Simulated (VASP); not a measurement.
Here is a VASP 6.6.1 calculation.

INCAR

```
SYSTEM = MgO
PREC     = Accurate       ! precision mode
ENCUT    = 520            ! plane-wave cutoff, eV
EDIFF    = 1E-7           ! SCF threshold, eV
ISMEAR   = 0              ! smearing method
SIGMA    = 0.05           ! smearing width, eV
LREAL    = .False.        ! projectors in reciprocal space
LASPH    = .True.         ! aspherical terms in the spheres
NELM     = 80             ! most SCF steps
ALGO     = Normal         ! electronic algorithm
ISIF     = 2              ! what is computed and relaxed
LWAVE    = .False.        ! write WAVECAR
LCHARG   = .False.        ! write CHGCAR
GGA      = PE             ! functional
NBANDS   = 16             ! bands
```

File KPOINTS:

```
Automatic mesh
0
Gamma
  9 9 6
  0 0 0
```

POSCAR

```
MgO
1.0
    3.3706506669      0.0000000000      0.0000000000
   -1.6853253335      2.9190691049      0.0000000000
    0.0000000000      0.0000000000      5.2070772651
Mg O
2 2
Direct
    0.3333333333      0.6666666667      0.0063188067
    0.6666666667      0.3333333333      0.5063188067
    0.3333333333      0.6666666667      0.3982811933
    0.6666666667      0.3333333333      0.8982811933
```

Potentials or basis: VASP PAW PBE potentials, release 64 (Mg, O).

The run is started by

```bash
$ cat potpaw_PBE.64/Mg/POTCAR potpaw_PBE.64/O/POTCAR > POTCAR
$ mpirun -np 1 vasp_std > vasp.out
```

(1) Estimate the pressure.

(2) Estimate the largest force.

Answers

(1) -5.6 GPa.

(2) 0.032 eV/Å.
